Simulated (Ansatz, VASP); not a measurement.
**Two plane-wave programs on Na**

```
CELL_PARAMETERS angstrom
3.44052 0.00000 0.00000
0.00000 3.44052 0.00000
0.00000 0.00000 3.44052
ATOMIC_POSITIONS crystal
Na 0.00000 0.00000 0.00000
```

Alike in both runs: task relaxation of cell and atoms; functional BLYP; k mesh 9 × 9 × 9; occupations fermi-dirac, width 0.1 eV; no spin polarisation.

|  | VASP | Ansatz |
| --- | --- | --- |
| version | VASP 6.6.1 | Ansatz 0.2.0 |
| potentials or method | VASP PAW PBE potentials, release 64 (Na_pv), cutoff 600 eV | plane waves (420 eV) with PAW, scalar-relativistic |
| valence electrons in the cell | 7 | 9 |

|  | VASP | Ansatz | Ansatz less VASP |
| --- | --- | --- | --- |
| relaxed volume (Å³/atom) | 41.03 | 41.53 | +0.495 |
| relaxed cell length with the largest relative difference (Å) | 3.449 | 3.463 | +0.0138 |

VASP's potentials were made for PBE, not for BLYP. VASP's potentials hold 7 valence electrons a cell and Ansatz's 9, so a difference there can come from the potentials and not from the codes.
